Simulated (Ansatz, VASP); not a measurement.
## ZrS in VASP and in Ansatz

```xyz
2
Lattice="0.0000 2.6250 2.6250 2.6250 0.0000 2.6250 2.6250 2.6250 0.0000" Properties=species:S:1:pos:R:3 pbc="T T T"
Zr    0.0000    0.0000    0.0000
S     2.6250    2.6250    2.6250
```

Alike in both runs: task single point; functional PBEsol; k mesh 7 × 7 × 7; occupations gaussian, width 0.2 eV; no spin polarisation.

|  | VASP | Ansatz |
| --- | --- | --- |
| version | VASP 6.6.1 | Ansatz 0.2.0 |
| potentials or method | VASP PAW PBE potentials, release 64 (Zr_sv, S), cutoff 520 eV | scalar-relativistic, plane waves, PAW |
| valence electrons in the cell | 18 | 18 |

```tsv
	VASP	Ansatz	Ansatz less VASP
gap on the k mesh at the Fermi level (eV)	none	none	-
pressure (GPa)	-6.2	-6.4	-0.19
```

VASP's potentials were made for PBE, not for PBEsol. A gap of «none» marks a metal or a gap that the smearing closes.
